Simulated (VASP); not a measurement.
# TaN (Fm-3m) in VASP: notebook, part 4 of 5

VASP 6.6.1.

## (5) Relaxation of cell and atoms, revPBE+D3(BJ)

This run uses another cell than the first one, of 10.35 Å³/atom, 0.991 times its volume.

INCAR

```
PREC     = Accurate       # precision mode
ENCUT    = 600            # plane-wave cutoff, eV
EDIFF    = 1E-7           # SCF threshold, eV
ISMEAR   = 0              # smearing method
SIGMA    = 0.1            # smearing width, eV
LREAL    = F              # projectors in reciprocal space
LASPH    = T              # aspherical terms in the spheres
NELM     = 80             # most SCF steps
ALGO     = Normal         # electronic algorithm
ISIF     = 3              # what is computed and relaxed
LWAVE    = F              # write WAVECAR
LCHARG   = F              # write CHGCAR
GGA      = RE             # functional
IVDW     = 12             # dispersion correction
IBRION   = 2              # ionic algorithm
NSW      = 80             # ionic steps
EDIFFG   = -0.01          # ionic threshold
```

KPOINTS

```
regular mesh
0
Gamma
  13 13 13
```

POSCAR

```
TaN
1.0
    0.0000000000      2.1790000000      2.1790000000
    2.1790000000      0.0000000000      2.1790000000
    2.1790000000      2.1790000000      0.0000000000
Ta N
1 1
Direct
    0.5000000000      0.5000000000      0.5000000000
    0.0000000000      0.0000000000      0.0000000000
```

Potentials or basis: VASP PAW PBE potentials, release 64 (Ta_pv, N).

Command:

```console
$ cat potpaw_PBE.64/Ta_pv/POTCAR potpaw_PBE.64/N/POTCAR > POTCAR
$ mpirun -np 1 vasp_std > vasp.out
```

OUTCAR:

```text
PREC = Accurate
   ENCUT = 600
   EDIFF = 1E-7
   ISMEAR = 0
   LREAL = F
   LASPH = T
   NELM = 80
   ISIF = 3
   GGA = RE
   IVDW = 12
   IBRION = 2
   NSW = 80
   EDIFFG = -0.01
 IVDW          = 12

 ion  position               nearest neighbor table
   1  0.500  0.500  0.500-   2 2.18   2 2.18   2 2.18   2 2.18   2 2.18   2 2.18
   2  0.000  0.000  0.000-   1 2.18   1 2.18   1 2.18   1 2.18   1 2.18   1 2.18

  LATTYP: Found a face centered cubic cell.
 ALAT       =     4.3580000000

  Lattice vectors:

 A1 = (   0.0000000000,   2.1790000000,   2.1790000000)
 A2 = (   2.1790000000,   0.0000000000,   2.1790000000)
 A3 = (   2.1790000000,   2.1790000000,   0.0000000000)

Analysis of symmetry for initial positions (statically):
=====================================================================
 Subroutine PRICEL returns:
 Original cell was already a primitive cell.

 Routine SETGRP: Setting up the symmetry group for a
 face centered cubic supercell.

 Subroutine GETGRP returns: Found 48 space group operations
 (whereof 48 operations were pure point group operations)
 out of a pool of 48 trial point group operations.

The static configuration has the point symmetry O_h .

Analysis of symmetry for dynamics (positions and initial velocities):
=====================================================================
 Subroutine PRICEL returns:
 Original cell was already a primitive cell.

 Routine SETGRP: Setting up the symmetry group for a
 face centered cubic supercell.

 Subroutine GETGRP returns: Found 48 space group operations
 (whereof 48 operations were pure point group operations)
 out of a pool of 48 trial point group operations.

The dynamic configuration has the point symmetry O_h .

 Subroutine INISYM returns: Found 48 space group operations
 (whereof 48 operations are pure point group operations),
 and found     1 'primitive' translations

----------------------------------------------------------------------------------------

                                     Primitive cell

  volume of cell :      20.6920

  direct lattice vectors                    reciprocal lattice vectors
     0.000000000  2.179000000  2.179000000    -0.229463056  0.229463056  0.229463056
     2.179000000  0.000000000  2.179000000     0.229463056 -0.229463056  0.229463056
     2.179000000  2.179000000  0.000000000     0.229463056  0.229463056 -0.229463056

  length of vectors
     3.081571352  3.081571352  3.081571352     0.397441672  0.397441672  0.397441672

  position of ions in fractional coordinates (direct lattice)
     0.500000000  0.500000000  0.500000000
     0.000000000  0.000000000  0.000000000

  ion indices of the primitive-cell ions
   primitive index   ion index
                 1           1
                 2           2

----------------------------------------------------------------------------------------

 KPOINTS: regular mesh

Automatic generation of k-mesh.
 Grid dimensions read from file:
 generate k-points for:   13   13   13

 Generating k-lattice:

  Cartesian coordinates                     Fractional coordinates (reciprocal lattice)
    -0.017651004  0.017651004  0.017651004     0.076923077  0.000000000  0.000000000
     0.017651004 -0.017651004  0.017651004     0.000000000  0.076923077  0.000000000
     0.017651004  0.017651004 -0.017651004     0.000000000  0.000000000  0.076923077

  Length of vectors
     0.030572436  0.030572436  0.030572436

  Shift w.r.t. Gamma in fractional coordinates (k-lattice)
     0.000000000  0.000000000  0.000000000

 Subroutine IBZKPT returns following result:
 ===========================================

 Found     84 irreducible k-points:

 Following reciprocal coordinates:
            Coordinates               Weight
  0.000000  0.000000  0.000000      1.000000
  0.076923  0.000000  0.000000      8.000000
  0.153846  0.000000  0.000000      8.000000
  0.230769  0.000000  0.000000      8.000000
  0.307692  0.000000  0.000000      8.000000
  0.384615  0.000000  0.000000      8.000000
[... 16 lines left out ...]
  0.384615  0.153846  0.000000     24.000000
  0.461538  0.153846  0.000000     24.000000
 [... further k-points ...]
   k-points           NKPTS =     84   k-points in BZ     NKDIM =     84   number of bands    NBANDS=     12
   number of dos      NEDOS =    301   number of ions     NIONS =      2
   total plane-waves  NPLWV =  21952
   dimension x,y,z NGX =    28 NGY =   28 NGZ =   28
   dimension x,y,z NGXF=    56 NGYF=   56 NGZF=   56
   ions per type =               1   1
   NGX,Y,Z   is equivalent  to a cutoff of  15.11, 15.11, 15.11 a.u.
   NGXF,Y,Z  is equivalent  to a cutoff of  30.21, 30.21, 30.21 a.u.
 SYSTEM =  unknown system
   PREC   = accura    normal or accurate (medium, high low for compatibility)
   ISTART =      0    job   : 0-new  1-cont  2-samecut
   ICHARG =      2    charge: 1-file 2-atom 10-const
   ISPIN  =      1    spin polarized calculation?
   LNONCOLLINEAR =      F non collinear calculations
   LSORBIT =      F    spin-orbit coupling
   LASPH  =      T    aspherical Exc in radial PAW
   ENCUT  =  600.0 eV  44.10 Ry    6.64 a.u.   6.15  6.15  6.15*2*pi/ulx,y,z
   NELM   =     80;   NELMIN=  2; NELMDL= -5     # of ELM steps
   EDIFF  = 0.1E-06   stopping-criterion for ELM
   LREAL  =      F    real-space projection
   EDIFFG = -.1E-01   stopping-criterion for IOM
   NSW    =     80    number of steps for IOM
   IBRION =      2    ionic relax: 0-MD 1-quasi-New 2-CG
   NFREE  =      1    steps in history (QN), initial steepest desc. (CG)
   ISIF   =      3    stress and relaxation
   ISYM   =      2    0-nonsym 1-usesym 2-fastsym
   POTIM  = 0.5000    time-step for ionic-motion
   TEBEG  =    0.0;   TEEND  =   0.0 temperature during run
   PSTRESS=    0.0 pullay stress
   NELECT =      16.0000    total number of electrons
   NUPDOWN=      -1.0000    fix difference up-down
   EMIN   =  10.00;   EMAX   =-10.00  energy-range for DOS
   EFERMI =   0.00;   METHOD = LEGACY
   ISMEAR =     0;   SIGMA  =   0.10  broadening in eV -4-tet -1-fermi 0-gaus
   EFERMI_NEDOS =   21; number of points for ismear=-14 and -15
   IALGO  =     38    algorithm
   IMIX   =      4    mixing-type and parameters
     AMIX     =   0.40;   BMIX     =  1.00
     AMIX_MAG =   1.60;   BMIX_MAG =  1.00
  volume/ion in A,a.u.               =      10.35        69.82
  Fermi-wavevector in a.u.,A,eV,Ry     =   1.502615  2.839530 30.719922  2.257851
  Thomas-Fermi vector in A             =   2.613832
   LORBIT       =      0    0 simple, 1 ext, 2 COOP (PROOUT), +10 PAW based schemes
   GGA     = RE    functional components
   LHFCALC =     F    Hartree Fock is set to
   AEXX    =    0.0000 exact exchange contribution
   IVDW    =    12    specifies the selected vdW correction
   LEPSILON=     F    determine dielectric tensor
   LRPA    =     F    only Hartree local field effects (RPA)
 conjugate gradient relaxation of ions
 non-spin polarized calculation
 Gauss-broadening in eV      SIGMA  =   0.10
  energy-cutoff  :      600.00
  volume of cell :       20.69
 maximum number of plane-waves:       702
 NGX is ok and might be reduce to    28
   NGX = 13   NGY = 13   NGZ = 13

--------------------------------------- Ionic step        1  -------------------------------------------

 number of electron      16.0000001 magnetization

 Free energy of the ion-electron system (eV)
  ---------------------------------------------------
  ext. energy  EPLUGINS =         0.00000000
  ---------------------------------------------------
  free energy    TOTEN  =       -20.91516022 eV

  energy without entropy =      -20.91285996  energy(sigma->0) =      -20.91401009

 E-fermi :  10.0046     XC(G=0): -13.5468

 val. band max:        9.8565471604   @ k =   0.2308   0.1538   0.0769
 cond. band min:      10.0149620500   @ k =  -0.3077   0.3077   0.0000
 fundamental gap:      0.1584148896
 Fermi energy:        10.0045804952

 k-point     1 :       0.0000    0.0000    0.0000
  band No.  band energies     occupation
      1     -25.8145      2.00000
      2     -25.8145      2.00000
      3     -25.8145      2.00000
      4      -9.2086      2.00000
      5       6.0223      2.00000
      6       6.0223      2.00000
      7       6.0223      2.00000
      8       7.7597      2.00000
      9       7.7597      2.00000
     10       7.7597      2.00000
     11      10.0174      0.85629
     12      10.0174      0.85628
[... 422 lines left out ...]
  energy  without entropy=      -22.7036044337  energy(sigma->0) =      -22.70481617

--------------------------------------- Ionic step        3  -------------------------------------------

 number of electron      16.0000000 magnetization

 Free energy of the ion-electron system (eV)
  ---------------------------------------------------
  ext. energy  EPLUGINS =         0.00000000
  ---------------------------------------------------
  free energy    TOTEN  =       -20.93987424 eV

  energy without entropy =      -20.93753901  energy(sigma->0) =      -20.93870663

 E-fermi :   9.8708     XC(G=0): -13.4824

 val. band max:        9.7246319994   @ k =   0.2308   0.1538   0.0769
 cond. band min:       9.8814343189   @ k =  -0.3077   0.3077   0.0000
 fundamental gap:      0.1568023194
 Fermi energy:         9.8708463247

 k-point     1 :       0.0000    0.0000    0.0000
  band No.  band energies     occupation
      1     -25.9690      2.00000
      2     -25.9690      2.00000
      3     -25.9690      2.00000
      4      -9.2447      2.00000
      5       5.9243      2.00000
      6       5.9243      2.00000
      7       5.9243      2.00000
      8       7.6609      2.00000
      9       7.6609      2.00000
     10       7.6609      2.00000
     11       9.8834      0.85866
     12       9.8834      0.85865
[... 378 lines left out ...]
  FREE ENERGIE OF THE ION-ELECTRON SYSTEM (eV)
  ---------------------------------------------------
  free  energy   TOTEN  =       -22.7225163095 eV

  energy  without entropy=      -22.7201810781  energy(sigma->0) =      -22.72134869

 reached required accuracy - stopping structural energy minimisation
```

Run time: 33 s. Hardware: 1 thread of Intel Xeon 6975P-C (Granite Rapids), shared host; peak memory 0.19 GiB.

Results:

```
Free energy                            : -22.7225 eV
Relaxed volume                         : 10.46 Å³/atom
Relaxed cell                           : a = 3.093 Å, b = 3.093 Å, c = 3.093 Å, α = 60.00°, β = 60.00°, γ = 60.00°
Space group after relaxing (to 0.05 Å) : Fm-3m (No. 225)
Energy gained by relaxing              : 1.5 meV/atom
Ionic steps                            : 3
Pressure after relaxing                : 0.0 GPa
Band gap on the k mesh                 : zero (band 8 reaches 11.61 eV, above the bottom of band 9 at 7.66 eV)
Dispersion energy per atom             : -0.891 eV
```

The path:
| step | energy change (eV) | largest force (eV/Å) | pressure (GPa) | volume (Å³) |
| --- | --- | --- | --- | --- |
| 1 | 0.0000 | 0.0000 | 4.13 | 20.69 |
| 2 | 0.0135 | 0.0000 | -8.99 | 21.50 |
| 3 | -0.0030 | 0.0000 | -0.02 | 20.93 |

Final structure:
```cif
data_structure
_symmetry_space_group_name_H-M 'P 1'
_symmetry_Int_Tables_number 1
_cell_length_a 3.0933
_cell_length_b 3.0933
_cell_length_c 3.0933
_cell_angle_alpha 60.000
_cell_angle_beta 60.000
_cell_angle_gamma 60.000
_cell_volume 20.93
loop_
_atom_site_label
_atom_site_type_symbol
_atom_site_fract_x
_atom_site_fract_y
_atom_site_fract_z
_atom_site_occupancy
Ta1 Ta 0.50000 0.50000 0.50000 1
N1 N 0.00000 0.00000 0.00000 1
```

Levels at points of the mesh, in eV from the Fermi level:
| k point | band 5 | band 6 | band 7 | band 8 | band 9 | band 10 | band 11 | band 12 |
| --- | --- | --- | --- | --- | --- | --- | --- | --- |
| (0.00, 0.00, 0.00) | -3.95 | -3.95 | -3.95 | -2.21 | -2.21 | -2.21 | 0.01 | 0.01 |

Caveat: the PAW data sets were made with another functional, which shifts forces and pressure a little; spin-orbit coupling is left out, which moves the levels of the heavy elements; pairwise dispersion overbinds metals, which lowers pressure and volume. Zero-point motion and thermal expansion aren't in these numbers.

[end of part 4 of 5]
